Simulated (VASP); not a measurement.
Set up this calculation in VASP 6.6.1, as the native input.

| Property | Result |
| --- | --- |
| Task | single point |
| Functional | PBE |
| Potentials or basis | VASP PAW PBE potentials, release 64 (Si, As) |
| Cutoff | 520 eV |
| k mesh | 6 × 6 × 4 |
| Occupations | gaussian, width 0.1 eV |
| Spin | no spin polarisation |
| Dipole correction | no |
| Further INCAR settings | ALGO = Normal; EDIFF = 1e-06; NBANDS = 18 |

The structure of SiAs3 lies in POSCAR:

```
SiAs3
1.0
    4.5203369400      0.0000000000      0.0000000000
   -2.2601684700      3.9147266300      0.0000000000
    0.0000000000      0.0000000000      6.0171897100
Si As
1 3
Direct
    0.0000000000      0.0000000000      0.5000000000
    0.3333333300      0.6666666700      0.5351475100
    0.6666666700      0.3333333300      0.4648524900
    0.0000000000      0.0000000000      0.0000000000
```

One way to write it, as run:

INCAR

```
SYSTEM = SiAs3
PREC = Accurate
ENCUT = 520
EDIFF = 1E-6
ISMEAR = 0
SIGMA = 0.1
LREAL = .False.
LASPH = .True.
NELM = 60
ALGO = Normal
ISIF = 2
LWAVE = .False.
LCHARG = .False.
GGA = PE
NBANDS = 18
```

KPOINTS

```
regular mesh
0
Gamma
  6 6 4
  0 0 0
```

Potentials or basis: VASP PAW PBE potentials, release 64 (Si, As).

Command:

```sh
$ cat potpaw_PBE.64/Si/POTCAR potpaw_PBE.64/As/POTCAR > POTCAR
$ mpirun -np 1 vasp_std > vasp.out
```

Results of the run:

```json
{"Pressure": "-0.3 GPa", "Largest force": "0.928 eV/Å"}
```

Wall time 23 s on 1 thread of Intel(R) Xeon(R) 6975P-C (Granite Rapids), with other jobs on the host, peak memory 0.24 GiB.
